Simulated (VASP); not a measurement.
Runs of VASP 6.6.1 on Ag. The structure is that of space group Fm-3m (No. 225), or close to it. The cells are those of the table. 

```tsv
cell	gap on the mesh (eV)	pressure (GPa)
a = 2.926, b = 2.926, c = 2.889 Å, angles 60.4, 60.4, 59.2°, 1 atom	none	(a)
a = 2.890, b = 2.890, c = 2.817 Å, angles 60.8, 60.8, 58.3°, 1 atom	none	0.1
a = 2.926, b = 2.926, c = 2.962 Å, angles 59.6, 59.6, 60.8°, 1 atom	none	-7.1
a = 2.928, b = 2.928, c = 2.817 Å, angles 61.2, 61.2, 57.5°, 1 atom	none	-2.4
```

Alike in all rows: task single point; level PBEsol; potentials or basis VASP PAW PBE potentials, release 64 (Ag); no spin polarisation; k mesh 20 × 20 × 20; cutoff (eV) 520; smearing gaussian 0.15 eV.

Q: Estimate the missing entries.

A: (a) -5.2.

Caveats: the PAW data sets were made with another functional, which shifts forces and pressure a little; the cell stands under tension (at least some runs).

A k mesh can miss the band edges, and the runs leave out spin-orbit coupling on Ag.

A gap of «none» marks levels without a gap at the run's occupations.
